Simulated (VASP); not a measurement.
# Mo12N in VASP: relaxation of the atoms with PBE

Aim: the relaxation of the atoms of Mo12N with PBE.

Everything below comes from runs of VASP 6.6.1. Logs are shortened: lines on timing, memory, paths and dates and some standing lists are left out, and cuts for length are marked.

## Step 1: The cell of the first run

The cell holds a slab with vacuum, 13 atoms: a = 5.474 Å, b = 5.474 Å, c = 19.808 Å, α = 90.00°, β = 90.00°, γ = 109.47°.

## Step 2: Relaxation of the atoms, PBE

INCAR

```
SYSTEM = Mo12N
PREC     = Accurate       ! precision mode
ENCUT    = 520            ! plane-wave cutoff, eV
EDIFF    = 1E-7           ! SCF threshold, eV
ISMEAR   = 0              ! smearing method
SIGMA    = 0.1            ! smearing width, eV
LREAL    = .FALSE.        ! projectors in reciprocal space
LASPH    = .TRUE.         ! aspherical terms in the spheres
NELM     = 120            ! most SCF steps
ALGO     = Normal         ! electronic algorithm
ISIF     = 2              ! what is computed and relaxed
LWAVE    = .FALSE.        ! write WAVECAR
LCHARG   = .FALSE.        ! write CHGCAR
LDIPOL   = .TRUE.       
IDIPOL   = 3            
DIPOL    = 0.5 0.5 0.323
GGA      = PE             ! functional
IBRION   = 2              ! ionic algorithm
NSW      = 36             ! ionic steps
EDIFFG   = -0.025         ! ionic threshold
GGA_COMPAT= .FALSE.      
NELMIN   = 4            
NELMDL   = -8           
KPAR     = 8
```

KPOINTS

```
Automatic mesh
0
G
  5 5 1
  0 0 0
```

POSCAR

```
Mo12N
1.0
    5.4740909335      0.0000000000      0.0000000000
   -1.8246969778      5.1610224265      0.0000000000
    0.0000000000      0.0000000000     19.8082441086
Mo N
12 1
Selective dynamics
Direct
    0.2500000000      0.2500000000      0.2019361221  F F F
    0.2500000000      0.7500000000      0.2019361221  F F F
    0.7500000000      0.2500000000      0.2019361221  F F F
    0.7500000000      0.7500000000      0.2019361221  F F F
    0.0000000000      0.0000000000      0.3106875862  F F F
    0.0000000000      0.5000000000      0.3106875862  F F F
    0.5000000000      0.0000000000      0.3106875862  F F F
    0.5000000000      0.5000000000      0.3106875862  F F F
    0.2500000000      0.2500000000      0.4194336491  F F F
    0.2500000000      0.7500000000      0.4194336491  F F F
    0.7500000000      0.2500000000      0.4194336491  F F F
    0.7500000000      0.7500000000      0.4194336491  F F F
    0.5000000000      0.5000000000      0.4759757633  F F T
```

Potentials or basis: VASP PAW PBE potentials, release 64 (Mo_sv, N).

Command:

```
> cat potpaw_PBE.64/Mo_sv/POTCAR potpaw_PBE.64/N/POTCAR > POTCAR
> mpirun -np 8 vasp_std > vasp.out
```

OUTCAR:

```text
SYSTEM = Mo12N
   PREC = Accurate
   ENCUT = 520
   EDIFF = 1E-7
   ISMEAR = 0
   LREAL = .FALSE.
   LASPH = .TRUE.
   NELM = 120
   ISIF = 2
   GGA = PE
   IBRION = 2
   NSW = 36
   EDIFFG = -0.025
   NELMIN = 4
   NELMDL = -8

 ion  position               nearest neighbor table
   1  0.250  0.250  0.202-   5 2.67   8 2.67   2 2.74   2 2.74   3 2.74   3 2.74   7 3.10   6 3.10
                             4 3.16   4 3.16
   2  0.250  0.750  0.202-   6 2.67   7 2.67   1 2.74   1 2.74   4 2.74   4 2.74   5 3.10   8 3.10
                             3 3.16   3 3.16
   3  0.750  0.250  0.202-   6 2.67   7 2.67   4 2.74   4 2.74   1 2.74   1 2.74   5 3.10   8 3.10
                             2 3.16   2 3.16
   4  0.750  0.750  0.202-   5 2.67   8 2.67   3 2.74   3 2.74   2 2.74   2 2.74   7 3.10   6 3.10
                             1 3.16   1 3.16
   5  0.000  0.000  0.311-   9 2.67  12 2.67   1 2.67   4 2.67   6 2.74   6 2.74   7 2.74   7 2.74
                            11 3.10  10 3.10   3 3.10   2 3.10   8 3.16   8 3.16
   6  0.000  0.500  0.311-  10 2.67  11 2.67   2 2.67   3 2.67   5 2.74   5 2.74   8 2.74   8 2.74
                             9 3.10  12 3.10   1 3.10   4 3.10   7 3.16   7 3.16
   7  0.500  0.000  0.311-  10 2.67  11 2.67   2 2.67   3 2.67   8 2.74   8 2.74   5 2.74   5 2.74
                             9 3.10  12 3.10   1 3.10   4 3.10   6 3.16   6 3.16
   8  0.500  0.500  0.311-   9 2.67  12 2.67   1 2.67   4 2.67   7 2.74   7 2.74   6 2.74   6 2.74
                            11 3.10  10 3.10   3 3.10   2 3.10   5 3.16   5 3.16
   9  0.250  0.250  0.419-  13 1.94   8 2.67   5 2.67  10 2.74  10 2.74  11 2.74  11 2.74   6 3.10
                             7 3.10  12 3.16  12 3.16
  10  0.250  0.750  0.419-  13 2.50   7 2.67   6 2.67   9 2.74   9 2.74  12 2.74  12 2.74   8 3.10
                             5 3.10  11 3.16  11 3.16
  11  0.750  0.250  0.419-  13 2.50   7 2.67   6 2.67  12 2.74  12 2.74   9 2.74   9 2.74   8 3.10
                             5 3.10  10 3.16  10 3.16
  12  0.750  0.750  0.419-  13 1.94   8 2.67   5 2.67  11 2.74  11 2.74  10 2.74  10 2.74   6 3.10
                             7 3.10   9 3.16   9 3.16
  13  0.500  0.500  0.476-   9 1.94  12 1.94  11 2.50  10 2.50

  LATTYP: Found a base centered orthorhombic cell.
 ALAT       =     6.3209357480
 B/A-ratio  =     1.4142135624
 C/A-ratio  =     3.1337518523

  Lattice vectors:

 A1 = (   5.4740909335,   0.0000000000,   0.0000000000)
 A2 = (  -1.8246969778,   5.1610224265,   0.0000000000)
 A3 = (   0.0000000000,   0.0000000000,  19.8082441086)

Analysis of symmetry for initial positions (statically):
=====================================================================
 Subroutine PRICEL returns:
 Original cell was already a primitive cell.

 Routine SETGRP: Setting up the symmetry group for a
 base centered orthorhombic supercell.

 Subroutine GETGRP returns: Found  4 space group operations
 (whereof  4 operations were pure point group operations)
 out of a pool of  8 trial point group operations.

The static configuration has the point symmetry C_2v.

Analysis of symmetry for dynamics (positions and initial velocities):
=====================================================================
 Subroutine PRICEL returns:
 Original cell was already a primitive cell.

 Routine SETGRP: Setting up the symmetry group for a
 base centered orthorhombic supercell.

 Subroutine GETGRP returns: Found  4 space group operations
 (whereof  4 operations were pure point group operations)
 out of a pool of  8 trial point group operations.

The dynamic configuration has the point symmetry C_2v.

Analysis of constrained symmetry for selective dynamics:
=====================================================================
 Subroutine PRICEL returns:
 Original cell was already a primitive cell.

 Routine SETGRP: Setting up the symmetry group for a
 base centered orthorhombic supercell.

 Subroutine GETGRP returns: Found  4 space group operations
 (whereof  4 operations were pure point group operations)
 out of a pool of  8 trial point group operations.

The constrained configuration has the point symmetry C_2v.

 Subroutine INISYM returns: Found  4 space group operations
 (whereof  4 operations are pure point group operations),
 and found     1 'primitive' translations

----------------------------------------------------------------------------------------

[... 62 lines left out ...]
     0.000000000  0.000000000  0.000000000

 Subroutine IBZKPT returns following result:
 ===========================================

 Found      9 irreducible k-points:

 Following reciprocal coordinates:
            Coordinates               Weight
  0.000000  0.000000  0.000000      1.000000
  0.200000 -0.000000  0.000000      4.000000
  0.400000  0.000000  0.000000      4.000000
  0.200000  0.200000  0.000000      2.000000
  0.400000  0.200000  0.000000      4.000000
 -0.400000  0.200000  0.000000      4.000000
 -0.200000  0.200000  0.000000      2.000000
  0.400000  0.400000  0.000000      2.000000
 -0.400000  0.400000  0.000000      2.000000
   k-points           NKPTS =      9   k-points in BZ     NKDIM =      9   number of bands    NBANDS=    103
   number of dos      NEDOS =    301   number of ions     NIONS =     13
   total plane-waves  NPLWV = 264600
   dimension x,y,z NGX =    42 NGY =   42 NGZ =  150
   dimension x,y,z NGXF=    84 NGYF=   84 NGZF=  300
   ions per type =              12   1
   NGX,Y,Z   is equivalent  to a cutoff of  12.76, 12.76, 12.59 a.u.
   NGXF,Y,Z  is equivalent  to a cutoff of  25.51, 25.51, 25.18 a.u.
 SYSTEM =  Mo12N
   PREC   = accura    normal or accurate (medium, high low for compatibility)
   ISTART =      0    job   : 0-new  1-cont  2-samecut
   ICHARG =      2    charge: 1-file 2-atom 10-const
   ISPIN  =      1    spin polarized calculation?
   LNONCOLLINEAR =      F non collinear calculations
   LSORBIT =      F    spin-orbit coupling
   LASPH  =      T    aspherical Exc in radial PAW
   ENCUT  =  520.0 eV  38.22 Ry    6.18 a.u.  10.18 10.18 36.83*2*pi/ulx,y,z
   NELM   =    120;   NELMIN=  4; NELMDL= -8     # of ELM steps
   EDIFF  = 0.1E-06   stopping-criterion for ELM
   LREAL  =      F    real-space projection
   EDIFFG = -.3E-01   stopping-criterion for IOM
   NSW    =     36    number of steps for IOM
   IBRION =      2    ionic relax: 0-MD 1-quasi-New 2-CG
   NFREE  =      1    steps in history (QN), initial steepest desc. (CG)
   ISIF   =      2    stress and relaxation
   ISYM   =      2    0-nonsym 1-usesym 2-fastsym
   POTIM  = 0.5000    time-step for ionic-motion
   TEBEG  =    0.0;   TEEND  =   0.0 temperature during run
   PSTRESS=    0.0 pullay stress
   NELECT =     173.0000    total number of electrons
   NUPDOWN=      -1.0000    fix difference up-down
   EMIN   =  10.00;   EMAX   =-10.00  energy-range for DOS
   EFERMI =   0.00;   METHOD = LEGACY
   ISMEAR =     0;   SIGMA  =   0.10  broadening in eV -4-tet -1-fermi 0-gaus
   EFERMI_NEDOS =   21; number of points for ismear=-14 and -15
   IALGO  =     38    algorithm
   IMIX   =      4    mixing-type and parameters
     AMIX     =   0.40;   BMIX     =  1.00
     AMIX_MAG =   1.60;   BMIX_MAG =  1.00
  volume/ion in A,a.u.               =      43.05       290.50
  Fermi-wavevector in a.u.,A,eV,Ry     =   1.106944  2.091821 16.671557  1.225325
  Thomas-Fermi vector in A             =   2.243452
   LORBIT       =      0    0 simple, 1 ext, 2 COOP (PROOUT), +10 PAW based schemes
   GGA     = PE    functional components
   LHFCALC =     F    Hartree Fock is set to
   AEXX    =    0.0000 exact exchange contribution
   IVDW    =     0    specifies the selected vdW correction
   LEPSILON=     F    determine dielectric tensor
   LRPA    =     F    only Hartree local field effects (RPA)
 conjugate gradient relaxation of ions
 non-spin polarized calculation
 Gauss-broadening in eV      SIGMA  =   0.10
  energy-cutoff  :      520.00
  volume of cell :      559.62
 maximum number of plane-waves:     15102
 NGX is ok and might be reduce to    42
   NGX = 21   NGY = 21   NGZ = 73

 dipolmoment           0.000000      0.000000     -0.062835 electrons x Angstroem

--------------------------------------- Ionic step        1  -------------------------------------------

 number of electron     172.9999986 magnetization

 Free energy of the ion-electron system (eV)
  ---------------------------------------------------
  ext. energy  EPLUGINS =         0.00000000
  ---------------------------------------------------
  free energy    TOTEN  =      -131.05977700 eV

  energy without entropy =     -130.99757282  energy(sigma->0) =     -131.02867491

------------------------ aborting loop because EDIFF is reached ----------------------------------------

  FORCE on cell =-STRESS in cart. coord.  units (eV):
  Direction    XX          YY          ZZ          XY          YZ          ZX
  --------------------------------------------------------------------------------------
  -------------------------------------------------------------------------------------
  Total       -8.7790693     -8.7689643      4.3079807      0.0142907      0.0000000      0.0000000
  in kB      -25.1342151    -25.1052846     12.3336209      0.0409139      0.0000000      0.0000000
  external PRESSURE =     -12.6352929 kB  Pullay stress =       0.0000000 kB
[... 81 lines left out ...]
--------------------------------------- Ionic step        3  -------------------------------------------

 number of electron     172.9999985 magnetization

 dipolmoment           0.000000      0.000000      0.057793 electrons x Angstroem

 Free energy of the ion-electron system (eV)
  ---------------------------------------------------
  ext. energy  EPLUGINS =         0.00000000
  ---------------------------------------------------
  free energy    TOTEN  =      -131.06020593 eV

  energy without entropy =     -130.99806927  energy(sigma->0) =     -131.02913760

 E-fermi :   1.2216     XC(G=0):  -5.5913

 val. band max:        1.2176878884   @ k =  -0.2000   0.2000   0.0000
 cond. band min:       1.2244008929   @ k =  -0.2000   0.2000   0.0000
 fundamental gap:      0.0067130045
 Fermi energy:         1.2215688225

 k-point     1 :       0.0000    0.0000    0.0000
  band No.  band energies     occupation
      1     -60.0868      2.00000
      2     -59.9416      2.00000
      3     -59.9288      2.00000
      4     -59.8693      2.00000
      5     -59.8585      2.00000
      6     -59.8070      2.00000
[... 898 lines left out ...]
     97       2.0672      0.00000
     98       2.0860      0.00000
 [bands above 98 left out]

------------------------ aborting loop because EDIFF is reached ----------------------------------------

 vacuum level on the upper side and lower side of the slab       (xc-potential included)         0.175        -0.235

  FORCE on cell =-STRESS in cart. coord.  units (eV):
  Direction    XX          YY          ZZ          XY          YZ          ZX
  --------------------------------------------------------------------------------------
  -------------------------------------------------------------------------------------
  Total       -8.8817445     -8.9132956      4.1408759     -0.0446200      0.0000000      0.0000000
  in kB      -25.4281710    -25.5185009     11.8552048     -0.1277456      0.0000000      0.0000000
  external PRESSURE =     -13.0304890 kB  Pullay stress =       0.0000000 kB
[... 28 lines left out ...]
  FREE ENERGIE OF THE ION-ELECTRON SYSTEM (eV)
  ---------------------------------------------------
  free  energy   TOTEN  =      -131.0602059262 eV

  energy  without entropy=     -130.9980692679  energy(sigma->0) =     -131.02913760

 reached required accuracy - stopping structural energy minimisation

 vacuum level on the upper side and lower side of the slab         6.258         5.837
```

Run time: 9.7 min. Hardware: 8 MPI ranks of Intel Xeon 6975P-C (Granite Rapids), shared host; peak memory 0.88 GiB.

What came out:

```
Free energy               : -131.0602 eV
Energy gained by relaxing : 0.0 meV/atom
Ionic steps               : 3
Band gap on the k mesh    : zero (an odd number of electrons rules out a gap without spin polarisation)
```

The path:
| step | energy change (eV) | largest force on free atoms (eV/Å) | pressure (GPa) |
| --- | --- | --- | --- |
| 1 | 0.0000 | 0.1181 | -1.26 |
| 2 | -0.0004 | 0.0262 | -1.29 |
| 3 | -0.0004 | 0.0023 | -1.30 |

Final structure:
```xyz
13
Lattice="5.4741 0.0000 0.0000 -1.8247 5.1610 0.0000 0.0000 0.0000 19.8082" Properties=species:S:1:pos:R:3 pbc="T T T"
Mo    0.9123    1.2903    4.0000
Mo    0.0000    3.8708    4.0000
Mo    3.6494    1.2903    4.0000
Mo    2.7370    3.8708    4.0000
Mo    0.0000    0.0000    6.1542
Mo   -0.9123    2.5805    6.1542
Mo    2.7370    0.0000    6.1542
Mo    1.8247    2.5805    6.1542
Mo    0.9123    1.2903    8.3082
Mo    0.0000    3.8708    8.3082
Mo    3.6494    1.2903    8.3082
Mo    2.7370    3.8708    8.3082
N     1.8247    2.5805    9.4357
```
